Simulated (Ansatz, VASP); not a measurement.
**Ni in VASP and in Ansatz**

INCAR

```
PREC = Accurate ; ENCUT = 600
EDIFF = 1E-6 ; ISMEAR = -1
SIGMA = 0.1 ; LREAL = False
LASPH = True ; NELM = 120
ALGO = Normal ; ISIF = 2
LWAVE = False ; LCHARG = True
GGA = CA ; LELF = True
LVHAR = True ; NBANDS = 11
GGA_COMPAT = False
```

Contents of KPOINTS:

```
regular mesh
0
Gamma
  15 15 15
```

Contents of POSCAR:

```
Ni
1.0
    0.0000000000      1.7725500000      1.7725500000
    1.7725500000      0.0000000000      1.7725500000
    1.7725500000      1.7725500000      0.0000000000
Ni
1
Direct
    0.0000000000      0.0000000000      0.0000000000
```

Input for Ansatz:

```yaml
crystal:
  lattice:
    - [0.0, 1.77255, 1.77255]
    - [1.77255, 0.0, 1.77255]
    - [1.77255, 1.77255, 0.0]
  atoms:
    - { symbol: Ni, position: [0.0, 0.0, 0.0] }
hamiltonian:
  xc: lda
  pseudopotentials: { kind: paw }
basis:
  ecutwfc: 420
kpoints:
  mp_grid: { grid: [15, 15, 15] }
scf:
  occupations: { method: fermi_dirac, width: 0.1 }
  lower_state_search: "off"
  algorithm: density_mixing
  max_iter: 70
  mixing: { algorithm: anderson, ndim: 1, beta: 0.5, preconditioner: none }
  convergence: { dm_fallback: { after: 20 } }
output:
  forces: true
  stress: true
```

Alike in both runs: task single point; functional LDA; k mesh 15 × 15 × 15; occupations fermi-dirac, width 0.1 eV; no spin polarisation.

|  | VASP | Ansatz |
| --- | --- | --- |
| version | VASP 6.6.1 | Ansatz 0.2.0 |
| potentials or method | VASP PAW LDA potentials, release 64 (Ni), cutoff 600 eV | PAW, plane waves, scalar-relativistic |
| valence electrons in the cell | 10 | 18 |

```tsv
	VASP	Ansatz	Ansatz less VASP
pressure (GPa)	-21.0	-21.2	-0.17
```

LDA's correlation is that of Perdew and Zunger in VASP and of Perdew and Wang (1992) in Ansatz. VASP's potentials hold 10 valence electrons a cell and Ansatz's 18, so a difference there can come from the potentials and not from the codes. Ansatz's warnings: dm fallback engaged.
